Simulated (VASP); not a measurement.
# SnO in VASP: single point with PBE+D3(BJ)

Aim: the single point of SnO with PBE+D3(BJ).

All numbers are computed with VASP 6.6.1; they aren't measurements. Logs are shortened: lines on timing, memory, paths and dates and some standing lists are left out, and cuts for length are marked.

## 1. The cell of the first run

The cell holds a slab with vacuum, 8 atoms: a = 3.820 Å, b = 3.820 Å, c = 22.226 Å, α = 90.00°, β = 90.00°, γ = 90.00°.

## 2. Single point, PBE+D3(BJ) (layers slid over each other)

The input, INCAR:

```
SYSTEM = SnO
ALGO = Normal
DIPOL = 0.5 0.5 0.403
EDIFF = 1E-6
ENCUT = 520
GGA = PE
IDIPOL = 3
ISIF = 2
ISMEAR = 0
IVDW = 12
LASPH = .True.
LCHARG = .False.
LDIPOL = .True.
LREAL = .False.
LWAVE = .False.
NBANDS = 50
NELM = 80
PREC = Accurate
SIGMA = 0.05
```

The input, KPOINTS:

```
k-points
0
Gamma
  7 7 1
  0 0 0
```

The input, POSCAR:

```
SnO
1.0
    3.8201527579      0.0002954580      0.0000000000
   -0.0003145460      3.8201527564      0.0000000000
    0.0000000000      0.0000000000     22.2260749779
Sn O
4 4
Direct
    0.9999453016      0.9999453016      0.2024648978
    0.4999453016      0.4999453016      0.3087831520
    0.6249453016      0.7499453016      0.4977503900
    0.1249453016      0.2499453016      0.6040686442
    0.9999461181      0.4999461181      0.2556240249
    0.4999461181      0.9999461181      0.2556240249
    0.6249461181      0.2499461181      0.5509095171
    0.1249461181      0.7499461181      0.5509095171
```

Potentials or basis: VASP PAW PBE potentials, release 64 (Sn_d, O).

Launch:

```
$ cat potpaw_PBE.64/Sn_d/POTCAR potpaw_PBE.64/O/POTCAR > POTCAR
$ mpirun -np 1 vasp_std > vasp.out
```

OUTCAR:

```text
SYSTEM = SnO
   EDIFF = 1E-6
   ENCUT = 520
   GGA = PE
   ISIF = 2
   ISMEAR = 0
   IVDW = 12
   LASPH = .True.
   LREAL = .False.
   NELM = 80
   PREC = Accurate
 IVDW          = 12

 ion  position               nearest neighbor table
   1  1.000  1.000  0.202-   6 2.25   5 2.25   6 2.25   5 2.25   2 3.59   2 3.59   2 3.59   2 3.59

   2  0.500  0.500  0.309-   5 2.25   6 2.25   5 2.25   6 2.25   1 3.59   1 3.59   1 3.59   1 3.59

   3  0.625  0.750  0.498-   8 2.25   7 2.25   8 2.25   7 2.25   4 3.59   4 3.59   4 3.59   4 3.59

   4  0.125  0.250  0.604-   7 2.25   8 2.25   7 2.25   8 2.25   3 3.59   3 3.59   3 3.59   3 3.59

   5  1.000  0.500  0.256-   2 2.25   1 2.25   2 2.25   1 2.25
   6  0.500  1.000  0.256-   1 2.25   2 2.25   1 2.25   2 2.25
   7  0.625  0.250  0.551-   4 2.25   3 2.25   4 2.25   3 2.25
   8  0.125  0.750  0.551-   3 2.25   4 2.25   3 2.25   4 2.25

  LATTYP: Found a simple tetragonal cell.
 ALAT       =     3.8201527693
 C/A-ratio  =     5.8181115573

  Lattice vectors:

 A1 = (   3.8201527579,   0.0002954580,   0.0000000000)
 A2 = (  -0.0003145460,   3.8201527564,   0.0000000000)
 A3 = (   0.0000000000,   0.0000000000,  22.2260749779)

Analysis of symmetry for initial positions (statically):
=====================================================================
 Subroutine PRICEL returns:
 Original cell was already a primitive cell.

 Routine SETGRP: Setting up the symmetry group for a
 simple tetragonal supercell.

 Subroutine GETGRP returns: Found  2 space group operations
 (whereof  1 operations were pure point group operations)
 out of a pool of 16 trial point group operations.

The static configuration has the point symmetry C_1 .
 The point group associated with its full space group is S_2 .

Analysis of symmetry for dynamics (positions and initial velocities):
=====================================================================
 Subroutine PRICEL returns:
 Original cell was already a primitive cell.

 Routine SETGRP: Setting up the symmetry group for a
 simple tetragonal supercell.

 Subroutine GETGRP returns: Found  2 space group operations
 (whereof  1 operations were pure point group operations)
 out of a pool of 16 trial point group operations.

The dynamic configuration has the point symmetry C_1 .
 The point group associated with its full space group is S_2 .

 Subroutine INISYM returns: Found  2 space group operations
 (whereof  1 operations are pure point group operations),
 and found     1 'primitive' translations

----------------------------------------------------------------------------------------

                                     Primitive cell

  volume of cell :     324.3577

  direct lattice vectors                    reciprocal lattice vectors
     3.820152758  0.000295458  0.000000000     0.261769635  0.000021554  0.000000000
    -0.000314546  3.820152756  0.000000000    -0.000020246  0.261769635  0.000000000
     0.000000000  0.000000000 22.226074978     0.000000000  0.000000000  0.044992200

  length of vectors
     3.820152769  3.820152769 22.226074978     0.261769636  0.261769636  0.044992200

  position of ions in fractional coordinates (direct lattice)
     0.999945302  0.999945302  0.202464898
     0.499945302  0.499945302  0.308783152
     0.624945302  0.749945302  0.497750390
     0.124945302  0.249945302  0.604068644
     0.999946118  0.499946118  0.255624025
     0.499946118  0.999946118  0.255624025
     0.624946118  0.249946118  0.550909517
     0.124946118  0.749946118  0.550909517

  ion indices of the primitive-cell ions
   primitive index   ion index
                 1           1
                 2           2
                 3           3
                 4           4
                 5           5
                 6           6
                 7           7
                 8           8

----------------------------------------------------------------------------------------

 KPOINTS: k-points

Automatic generation of k-mesh.
 Grid dimensions read from file:
 generate k-points for:    7    7    1

 Generating k-lattice:

  Cartesian coordinates                     Fractional coordinates (reciprocal lattice)
     0.037395662  0.000003079  0.000000000     0.142857143  0.000000000  0.000000000
    -0.000002892  0.037395662  0.000000000     0.000000000  0.142857143  0.000000000
     0.000000000  0.000000000  0.044992200     0.000000000  0.000000000  1.000000000

  Length of vectors
     0.037395662  0.037395662  0.044992200

  Shift w.r.t. Gamma in fractional coordinates (k-lattice)
     0.000000000  0.000000000  0.000000000

 Subroutine IBZKPT returns following result:
 ===========================================

 Found     25 irreducible k-points:

 Following reciprocal coordinates:
            Coordinates               Weight
  0.000000  0.000000  0.000000      1.000000
  0.142857 -0.000000  0.000000      2.000000
  0.000000  0.142857  0.000000      2.000000
  0.285714 -0.000000  0.000000      2.000000
 -0.000000  0.285714  0.000000      2.000000
  0.428571 -0.000000  0.000000      2.000000
[... 16 lines left out ...]
  0.285714  0.428571  0.000000      2.000000
  0.428571  0.428571  0.000000      2.000000
   k-points           NKPTS =     25   k-points in BZ     NKDIM =     25   number of bands    NBANDS=     50
   number of dos      NEDOS =    301   number of ions     NIONS =      8
   total plane-waves  NPLWV = 131712
   dimension x,y,z NGX =    28 NGY =   28 NGZ =  168
   dimension x,y,z NGXF=    56 NGYF=   56 NGZF=  336
   ions per type =               4   4
   NGX,Y,Z   is equivalent  to a cutoff of  12.19, 12.19, 12.57 a.u.
   NGXF,Y,Z  is equivalent  to a cutoff of  24.37, 24.37, 25.13 a.u.
 SYSTEM =  SnO
   PREC   = accura    normal or accurate (medium, high low for compatibility)
   ISTART =      0    job   : 0-new  1-cont  2-samecut
   ICHARG =      2    charge: 1-file 2-atom 10-const
   ISPIN  =      1    spin polarized calculation?
   LNONCOLLINEAR =      F non collinear calculations
   LSORBIT =      F    spin-orbit coupling
   LASPH  =      T    aspherical Exc in radial PAW
   ENCUT  =  520.0 eV  38.22 Ry    6.18 a.u.   7.10  7.10 41.33*2*pi/ulx,y,z
   NELM   =     80;   NELMIN=  2; NELMDL= -5     # of ELM steps
   EDIFF  = 0.1E-05   stopping-criterion for ELM
   LREAL  =      F    real-space projection
   EDIFFG = 0.1E-04   stopping-criterion for IOM
   NSW    =      0    number of steps for IOM
   IBRION =     -1    ionic relax: 0-MD 1-quasi-New 2-CG
   NFREE  =      0    steps in history (QN), initial steepest desc. (CG)
   ISIF   =      2    stress and relaxation
   ISYM   =      2    0-nonsym 1-usesym 2-fastsym
   POTIM  = 0.5000    time-step for ionic-motion
   TEBEG  =    0.0;   TEEND  =   0.0 temperature during run
   PSTRESS=    0.0 pullay stress
   NELECT =      80.0000    total number of electrons
   NUPDOWN=      -1.0000    fix difference up-down
   EMIN   =  10.00;   EMAX   =-10.00  energy-range for DOS
   EFERMI =   0.00;   METHOD = LEGACY
   ISMEAR =     0;   SIGMA  =   0.05  broadening in eV -4-tet -1-fermi 0-gaus
   EFERMI_NEDOS =   21; number of points for ismear=-14 and -15
   IALGO  =     38    algorithm
   IMIX   =      4    mixing-type and parameters
     AMIX     =   0.40;   BMIX     =  1.00
     AMIX_MAG =   1.60;   BMIX_MAG =  1.00
  volume/ion in A,a.u.               =      40.54       273.61
  Fermi-wavevector in a.u.,A,eV,Ry     =   1.026668  1.940121 14.341186  1.054047
  Thomas-Fermi vector in A             =   2.160573
   LORBIT       =      0    0 simple, 1 ext, 2 COOP (PROOUT), +10 PAW based schemes
   GGA     = PE    functional components
   LHFCALC =     F    Hartree Fock is set to
   AEXX    =    0.0000 exact exchange contribution
   IVDW    =    12    specifies the selected vdW correction
   LEPSILON=     F    determine dielectric tensor
   LRPA    =     F    only Hartree local field effects (RPA)
 non-spin polarized calculation
 Gauss-broadening in eV      SIGMA  =   0.05
  energy-cutoff  :      520.00
  volume of cell :      324.36
 maximum number of plane-waves:      8769
   NGX = 15   NGY = 15   NGZ = 83

 dipolmoment           0.000000      0.000000      0.000014 electrons x Angstroem

 number of electron      79.9999970 magnetization

 dipolmoment           0.000000      0.000000     -0.000004 electrons x Angstroem

 Free energy of the ion-electron system (eV)
  ---------------------------------------------------
  ext. energy  EPLUGINS =         0.00000000
  ---------------------------------------------------
  free energy    TOTEN  =       -45.15112715 eV

  energy without entropy =      -45.15112715  energy(sigma->0) =      -45.15112715

 E-fermi :   0.0636     XC(G=0):  -5.3176

 val. band max:       -0.1930214371   @ k =  -0.1429   0.1429   0.0000
 cond. band min:       2.2917906329   @ k =   0.4286  -0.0000   0.0000
 fundamental gap:      2.4848120699
 Fermi energy:         0.0636034835

 k-point     1 :       0.0000    0.0000    0.0000
  band No.  band energies     occupation
      1     -21.0486      2.00000
      2     -21.0486      2.00000
      3     -20.6880      2.00000
      4     -20.6880      2.00000
      5     -20.6507      2.00000
      6     -20.6503      2.00000
[... 42 lines left out ...]
     49       5.1996      0.00000
     50       5.2063      0.00000

 k-point     2 :       0.1429   -0.0000    0.0000
  band No.  band energies     occupation
      1     -21.0397      2.00000
      2     -21.0396      2.00000
      3     -20.6887      2.00000
      4     -20.6886      2.00000
      5     -20.6521      2.00000
      6     -20.6521      2.00000
[... 42 lines left out ...]
     49       5.3160      0.00000
     50       5.4861      0.00000

 k-point     3 :       0.0000    0.1429    0.0000
  band No.  band energies     occupation
      1     -21.0397      2.00000
      2     -21.0396      2.00000
      3     -20.6887      2.00000
      4     -20.6886      2.00000
      5     -20.6524      2.00000
      6     -20.6521      2.00000
[... 42 lines left out ...]
     49       5.3832      0.00000
     50       5.4805      0.00000

 k-point     4 :       0.2857   -0.0000    0.0000
  band No.  band energies     occupation
      1     -21.0148      2.00000
      2     -21.0147      2.00000
      3     -20.7853      2.00000
      4     -20.7850      2.00000
      5     -20.6564      2.00000
      6     -20.6563      2.00000
[... 999 lines left out ...]
 k-point    23 :       0.2857    0.4286    0.0000
  band No.  band energies     occupation
      1     -20.9839      2.00000
      2     -20.9836      2.00000
      3     -20.9417      2.00000
      4     -20.9416      2.00000
      5     -20.6531      2.00000
      6     -20.6530      2.00000
[... 42 lines left out ...]
     49       5.7816      0.00000
     50       6.1229      0.00000

 k-point    24 :       0.4286    0.4286    0.0000
  band No.  band energies     occupation
      1     -20.9898      2.00000
      2     -20.9894      2.00000
      3     -20.9756      2.00000
      4     -20.9755      2.00000
      5     -20.6550      2.00000
      6     -20.6548      2.00000
[... 42 lines left out ...]
     49       5.9975      0.00000
     50       6.2943      0.00000

 [... further k-points ...]

------------------------ aborting loop because EDIFF is reached ----------------------------------------

 vacuum level on the upper side and lower side of the slab       (xc-potential included)        -0.165        -0.162

 Edisp (eV)   -1.23745

 E8    (eV) :    -0.5470

  FORCE on cell =-STRESS in cart. coord.  units (eV):
  Direction    XX          YY          ZZ          XY          YZ          ZX
  --------------------------------------------------------------------------------------
  -------------------------------------------------------------------------------------
  Total       0.20982     0.24137     0.13898     0.01974     0.24198     0.14158
  in kB       1.03642     1.19225     0.68649     0.09750     1.19525     0.69934
  external pressure =        0.97 kB  Pullay stress =        0.00 kB

 VOLUME and BASIS-vectors are now :
 -----------------------------------------------------------------------------
  energy-cutoff  :      520.00
  volume of cell :      324.36
      direct lattice vectors                 reciprocal lattice vectors
     3.820152758  0.000295458  0.000000000     0.261769635  0.000021554  0.000000000
    -0.000314546  3.820152756  0.000000000    -0.000020246  0.261769635  0.000000000
     0.000000000  0.000000000 22.226074978     0.000000000  0.000000000  0.044992200

 POSITION                                       TOTAL-FORCE (eV/Angst)
 -----------------------------------------------------------------------------------
      3.81963      3.82024      4.50000        -0.002654     -0.004529     -0.082878
      1.90971      1.91002      6.86304        -0.013762     -0.025862      0.095092
      2.38715      2.86509     11.06304         0.013762      0.025862     -0.095092
      0.47723      0.95487     13.42607         0.002654      0.004529      0.082878
      3.81979      1.91017      5.68152        -0.014480      0.009034      0.003720
      1.90956      3.82009      5.68152         0.005408     -0.023169      0.003408
      2.38731      0.95502     12.24456        -0.005408      0.023169     -0.003408
      0.47708      2.86495     12.24456         0.014480     -0.009034     -0.003720
 -----------------------------------------------------------------------------------
    total drift:                               -0.013970     -0.013972     -0.000165

  FREE ENERGIE OF THE ION-ELECTRON SYSTEM (eV)
  ---------------------------------------------------
  free  energy   TOTEN  =       -46.3885778823 eV

  energy  without entropy=      -46.3885778823  energy(sigma->0) =      -46.38857788

 vacuum level on the upper side and lower side of the slab         4.798         4.802
```

Wall time 18 min (1 thread of Intel Xeon 8259CL, shared host); peak memory 0.53 GiB.

What came out:

| Item | Value |
| --- | --- |
| Free energy | -46.3886 eV |
| Largest force | 0.100 eV/Å |
| Band gap on the k mesh | 2.48 eV (least direct gap 2.56 eV) |
| Dispersion energy per atom | -0.155 eV |

Forces on the atoms (eV/Å):
```
Sn  -0.003 -0.005 -0.083
Sn  -0.014 -0.026  0.095
Sn   0.014  0.026 -0.095
Sn   0.003  0.005  0.083
O   -0.014  0.009  0.004
O    0.005 -0.023  0.003
O   -0.005  0.023 -0.003
O    0.014 -0.009 -0.004
```

Caveat: the cell differs from its parent crystal (layers slid over each other); spin-orbit coupling is left out, which moves the levels of the heavy elements.
